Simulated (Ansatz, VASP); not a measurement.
**ZnSe: VASP beside Ansatz**

```
Zn Se
1.0
     3.58677    0.00000    0.00000
    -1.79338    3.10623    0.00000
     0.00000    0.00000    5.55949
Zn Se
2 2
Direct
  0.00000 0.00000 0.00000
  0.00000 0.00000 0.50000
  0.33333 0.66667 0.25000
  0.66667 0.33333 0.75000
```

Alike in both runs: task relaxation of cell and atoms; functional PBE; k mesh 10 × 10 × 6; occupations fermi-dirac, width 0.08 eV; no spin polarisation.

|  | VASP | Ansatz |
| --- | --- | --- |
| version | VASP 6.6.1 | Ansatz 0.2.0 |
| potentials or method | VASP PAW PBE potentials, release 64 (Zn, Se) | PAW with Ansatz's default frozen-core files, scalar-relativistic |
| plane-wave cutoff (eV) | 600 | 420 |
| valence electrons in the cell | 36 | 56 |

```tsv
	VASP	Ansatz	Ansatz less VASP
relaxed volume (Å³/atom)	19.57	19.52	-0.050
relaxed length of the cell vector where the two differ most in proportion (Å)	3.823	3.820	-0.0038
```

VASP's potentials hold 36 valence electrons a cell and Ansatz's 56, so a difference there can come from the potentials and not from the codes.

Noted on VASP's run: the volume moved by over 15 % at a fixed basis, so the end points are rough.
